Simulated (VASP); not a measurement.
## Ge: relaxation of cell and atoms with LDA

Ge:

```xyz
2
Lattice="2.2179 0.0000 0.0000 -1.1089 1.9207 0.0000 0.0000 0.0000 3.5929" Properties=species:S:1:pos:R:3 pbc="T T T"
Ge    0.0000    1.2805    0.8982
Ge    1.1089    0.6402    2.6947
```

This isn't the form of Ge at room conditions, which is diamond.

```yaml
Program: VASP 6.6.1
Task: relaxation of cell and atoms
Functional: LDA
Potentials_or_basis: VASP PAW LDA potentials, release 64 (Ge_d)
Cutoff: 600 eV
k_mesh: 19 × 19 × 11
Occupations: fermi-dirac, width 0.1 eV
Spin: no spin polarisation
Target_pressure: 460 GPa
Dipole_correction: no
Further_INCAR_settings: ALGO = Normal; EDIFF = 1e-06; IBRION = 2; EDIFFG = -0.005; NSW = 60; ISIF = 3
```

```json
{
  "Relaxed volume": "7.63 Å³/atom",
  "Relaxed cell": "a = 2.207 Å, b = 2.207 Å, c = 3.620 Å, α = 90.00°, β = 90.00°, γ = 120.00°",
  "Space group after relaxing (to 0.1 Å)": "P6_3/mmc (No. 194)",
  "Energy change on relaxing (the run minimises the enthalpy)": "+48.8 meV/atom",
  "Ionic steps": "11",
  "Pressure after relaxing": "459.9 GPa",
  "Band gap on the k mesh": "zero (bands 14 and 15 overlap by 20.09 eV)"
}
```

Stress tensor (GPa, compression positive):
```
459.91   0.00   0.00
  0.00 459.91   0.00
  0.00   0.00 460.01
```

Step by step:
| step | energy change (eV) | largest force (eV/Å) | pressure (GPa) | volume (Å³) |
| --- | --- | --- | --- | --- |
| 1 | 0.0000 | 0.0000 | 456.38 | 15.31 |
| 2 | 1.1619 | 0.0000 | 498.53 | 14.92 |
| 3 | 0.2354 | 0.0000 | 465.16 | 15.22 |
| 4 | -0.5410 | 0.0000 | 436.04 | 15.51 |
| 5 | 0.0911 | 0.0000 | 459.84 | 15.27 |
| 6 | 0.0882 | 0.0000 | 459.41 | 15.27 |
| 7 | 0.2148 | 0.0000 | 463.58 | 15.23 |
| 8 | 0.0996 | 0.0000 | 460.58 | 15.27 |
| 9 | 0.0940 | 0.0000 | 459.82 | 15.27 |
| 10 | 0.0954 | 0.0000 | 459.83 | 15.27 |
| 11 | 0.0975 | 0.0000 | 459.94 | 15.27 |

Final structure:
```cif
data_structure
_symmetry_space_group_name_H-M 'P 1'
_symmetry_Int_Tables_number 1
_cell_length_a 2.2069
_cell_length_b 2.2069
_cell_length_c 3.6202
_cell_angle_alpha 90.000
_cell_angle_beta 90.000
_cell_angle_gamma 120.000
_cell_volume 15.27
loop_
_atom_site_label
_atom_site_type_symbol
_atom_site_fract_x
_atom_site_fract_y
_atom_site_fract_z
_atom_site_occupancy
Ge1 Ge 0.33333 0.66667 0.25000 1
Ge2 Ge 0.66667 0.33333 0.75000 1
```

Levels at points of the mesh, in eV from the Fermi level:
```csv
k point,band 10,band 11,band 12,band 13,band 14,band 15,band 16,band 17,band 18
"(0.00, 0.00, 0.00)",-26.53,-25.29,-14.14,-11.08,14.92,14.92,16.17,17.29,17.29
```

Wall time 3.3 min on 1 thread of AMD EPYC 9R45 96-Core Processor (Zen 5), with other jobs on the host, peak memory 0.15 GiB.

Caveat: the cell is relaxed towards a set pressure, so the run minimises the enthalpy, not the energy.
